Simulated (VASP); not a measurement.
Set up this calculation in VASP 6.6.1, as the native input.

```yaml
Task: single point
Functional: PBE
Potentials_or_basis: VASP PAW PBE potentials, release 64 (Cd, Se)
Cutoff: 520 eV
k_mesh: 4 × 4 × 4
Occupations: gaussian, width 0.01 eV
Spin: no spin polarisation
Dipole_correction: no
Further_INCAR_settings: ALGO = Normal; EDIFF = 1e-06; NBANDS = 16
```

The structure of CdSe lies in POSCAR:

```
CdSe
1.0
    0.0000000000      3.0677809642      3.0677809642
    3.0677809642      0.0000000000      3.0677809642
    3.0677809642      3.0677809642      0.0000000000
Cd Se
1 1
Direct
    0.0000000000      0.0000000000      0.0000000000
    0.2500000000      0.2500000000      0.2500000000
```

These files were run (other wordings do the same):

INCAR

```
SYSTEM = CdSe
PREC = Accurate
ENCUT = 520
EDIFF = 1E-6
ISMEAR = 0
SIGMA = 0.01
LREAL = .False.
LASPH = .True.
NELM = 60
ALGO = Normal
ISIF = 2
LWAVE = .False.
LCHARG = .False.
GGA = PE
NBANDS = 16
```

KPOINTS

```
regular mesh
0
Gamma
  4 4 4
  0 0 0
```

Potentials or basis: VASP PAW PBE potentials, release 64 (Cd, Se).

Run with:

```console
$ cat potpaw_PBE.64/Cd/POTCAR potpaw_PBE.64/Se/POTCAR > POTCAR
$ mpirun -np 1 vasp_std > vasp.out
```

It gave:

| Item | Value |
| --- | --- |
| Pressure | 1.9 GPa |
| Band gap on the k mesh | 0.54 eV, direct |

Caveat: the k points lie up to 0.44 Å⁻¹ apart.

Run time: 17 s on 1 thread of Intel Xeon 8259CL, with other jobs on the host, peak memory 0.17 GiB.
